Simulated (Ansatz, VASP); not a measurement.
## Pt in VASP and in Ansatz

INCAR

```
SYSTEM = Pt
PREC = Accurate ; ENCUT = 600
EDIFF = 1E-6 ; ISMEAR = 1
SIGMA = 0.1 ; LREAL = .False.
LASPH = .True. ; NELM = 100
ALGO = Normal ; ISIF = 3
LWAVE = .False. ; LCHARG = .False.
GGA = CA ; IBRION = 2
NSW = 80 ; EDIFFG = -0.05
```

File KPOINTS:

```
regular mesh
0
Gamma
  14 14 7
  0 0 0
```

Contents of POSCAR:

```
Pt
1.0
    2.7606660000      0.0000000000      0.0000000000
   -1.3803330000      2.3908070000      0.0000000000
    0.0000000000      0.0000000000      4.7921340000
Pt
2
Direct
    0.6666666667      0.3333333333      0.7500000000
    0.3333333333      0.6666666667      0.2500000000
```

Input for Ansatz:

```yaml
crystal:
  lattice:
    - [2.760666, 0.0, 0.0]
    - [-1.380333, 2.390807, 0.0]
    - [0.0, 0.0, 4.792134]
  atoms:
    - { symbol: Pt, position: [0.6666666666667, 0.3333333333333, 0.75] }
    - { symbol: Pt, position: [0.3333333333333, 0.6666666666667, 0.25] }
basis:
  ecutwfc: 450.0
kpoints:
  mp_grid: { grid: [14, 14, 7] }
hamiltonian:
  xc: lda
scf:
  occupations: { method: methfessel_paxton, width: 0.1 }
relax:
  f_tol: 0.05
  max_steps: 60
  cell: {}
```

Alike in both runs: task relaxation of cell and atoms; functional LDA; k mesh 14 × 14 × 7; occupations methfessel-paxton of order 1, width 0.1 eV; no spin polarisation.

```csv
,VASP,Ansatz
version,VASP 6.6.1,Ansatz 0.2.0
potentials or method,"VASP PAW LDA potentials, release 64 (Pt), cutoff 600 eV","plane waves, PAW"
valence electrons in the cell,20,36
```

|  | VASP | Ansatz | Ansatz less VASP |
| --- | --- | --- | --- |
| relaxed volume (Å³/atom) | 14.88 | 14.84 | -0.035 |
| relaxed cell length with the largest relative difference (Å) | 2.713 | 2.709 | -0.0040 |

LDA's correlation is that of Perdew and Zunger in VASP and of Perdew and Wang (1992) in Ansatz. VASP's potentials hold 20 valence electrons a cell and Ansatz's 36, so a difference there can come from the potentials and not from the codes.

Neither program's run includes spin-orbit coupling.
